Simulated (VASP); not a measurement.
Li2Sc, 6 atoms in the cell. Symmetry: Pccm, No. 49, orthorhombic system. The conventional cell has a = 3.012 Å, b = 8.233 Å, c = 5.488 Å, α = 90.00°, β = 90.00°, γ = 90.00°. Li (site symmetry m) has 8 Li at 2.89 to 3.37 Å and 2 Sc at 2.94 to 3.44 Å within 3.8 Å. Sc (site symmetry 2/m) has 4 Sc at 2.74 to 3.01 Å and 4 Li at 2.94 to 3.44 Å within 3.6 Å. 

| Property | Result |
| --- | --- |
| Program | VASP 6.6.1 |
| Task | single point |
| Functional | PBE |
| Potentials or basis | VASP PAW PBE potentials, release 64 (Li_sv, Sc_sv) |
| Cutoff | 520 eV |
| k mesh | 6 × 2 × 4 |
| Occupations | gaussian, width 0.1 eV |
| Spin | no spin polarisation |
| Dipole correction | no |
| Further INCAR settings | ALGO = Normal; EDIFF = 1e-06; NBANDS = 26 |

Potentials or basis: VASP PAW PBE potentials, release 64 (Li_sv, Sc_sv).

Command:

```bash
$ cat potpaw_PBE.64/Li_sv/POTCAR potpaw_PBE.64/Sc_sv/POTCAR > POTCAR
$ mpirun -np 1 vasp_std > vasp.out
```

Hardware: 1 thread of Intel(R) Xeon(R) 6975P-C (Granite Rapids) (shared host).

**Question.** Estimate the wall time of this run.

**Answer.** It took 50 s on 1 thread of Intel(R) Xeon(R) 6975P-C (Granite Rapids), on a shared host, peak memory 0.26 GiB. Counts: scf iterations 15, k points 24.
